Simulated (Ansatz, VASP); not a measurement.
# One calculation of Ga, two programs

```xyz
2
Lattice="1.4500 -4.0650 0.0000 1.4500 4.0650 0.0000 0.0000 0.0000 3.2651" Properties=species:S:1:pos:R:3 pbc="T T T"
Ga    1.4500   -2.9837    0.8163
Ga    1.4500    2.9837    2.4488
```

Change from the starting cell: zz strain of +3 %.

Alike in both runs: task single point; functional LDA; k mesh 12 × 12 × 10; occupations fermi-dirac, width 0.08 eV; no spin polarisation.

|  | VASP | Ansatz |
| --- | --- | --- |
| version | VASP 6.6.1 | Ansatz 0.2.0 |
| potentials or method | VASP PAW LDA potentials, release 64 (Ga_d), cutoff 520 eV | all-electron LAPW, scalar-relativistic |

Ansatz gave:

```
pressure (GPa)                                                : -5.1
traceless stress, the component that is largest in VASP (GPa) : -1.69
rms of the force components (eV/Å)                            : 0.087
```

Problem. What did VASP give for the same quantities?

Solution. Pressure (GPa): -5.1; traceless stress, the component that is largest in VASP (GPa): -1.69; rms of the force components (eV/Å): 0.088.

LDA's correlation is that of Perdew and Zunger in VASP and of Perdew and Wang (1992) in Ansatz. Atom by atom the forces differ by 0.002 eV/Å (rms over components). Ansatz ran all-electron here, and VASP with PAW potentials.
